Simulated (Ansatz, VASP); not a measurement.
## One calculation of SnTe, two programs

POSCAR

```
SnTe
1.0
    0.0000000000      3.2126470615      3.2126470615
    3.2126470615      0.0000000000      3.2126470615
    3.2126470615      3.2126470615      0.0000000000
Te Sn
1 1
Direct
    0.5000000000      0.5000000000      0.5000000000
    0.0000000000      0.0000000000      0.0000000000
```

Contents of INCAR.step1:

```
PREC = Accurate ; ENCUT = 520
EDIFF = 1E-5 ; ISMEAR = -1
SIGMA = 0.05 ; LREAL = False
LASPH = True ; NELM = 100
ALGO = Normal ; ISIF = 2
LWAVE = True ; LCHARG = False
NBANDS = 17 ; GGA = PE
```

File INCAR.step2:

```
PREC = Accurate ; ENCUT = 520
EDIFF = 1E-7 ; ISMEAR = -1
SIGMA = 0.05 ; LREAL = False
LASPH = True ; NELM = 100
ALGO = Normal ; ISIF = 2
LWAVE = False ; LCHARG = False
GGA = PE ; LHFCALC = True
HFSCREEN = 0.2079 ; PRECFOCK = Normal
NBANDS = 17 ; ISTART = 1
```

KPOINTS

```
regular mesh
0
Gamma
  4 4 4
```

Contents of input:

```
crystal:
  lattice:
    - [0.0, 3.2126470615, 3.2126470615]
    - [3.2126470615, 0.0, 3.2126470615]
    - [3.2126470615, 3.2126470615, 0.0]
  atoms:
    - { symbol: Te, position: [0.5, 0.5, 0.5] }
    - { symbol: Sn, position: [0.0, 0.0, 0.0] }
hamiltonian:
  xc: hse06
  pseudopotentials: { kind: paw }
kpoints:
  mp_grid: { grid: [4, 4, 4] }
scf:
  occupations: { method: fermi_dirac, width: 0.05 }
output:
  forces: true
  stress: true
  eigenvalues: true
  write_density: true
  write_potential: true
  elf: true
  volumetric_format: npy
```

Alike in both runs: task single point; functional HSE06; k mesh 4 × 4 × 4; occupations fermi-dirac, width 0.05 eV; no spin polarisation.

```csv
,VASP,Ansatz
version,VASP 6.6.1,Ansatz 0.2.0
potentials or method,"VASP PAW PBE potentials, release 64 (Te, Sn_d)",Ansatz PAW
plane-wave cutoff (eV),520,420
valence electrons in the cell,20,30
```

VASP gave:

```
gap on the k mesh at the Fermi level (eV) : 0.28
least direct gap on the mesh (eV)         : 0.28
pressure (GPa)                            : -1.5
```

Question: Estimate Ansatz's values.

Answer: gap on the k mesh at the Fermi level (eV): 0.33; least direct gap on the mesh (eV): 0.33; pressure (GPa): -1.2.

VASP's potentials hold 20 valence electrons a cell and Ansatz's 30, so a difference there can come from the potentials and not from the codes.

The k mesh is coarse, so the values compare programs but aren't converged. Spin-orbit coupling is off throughout.
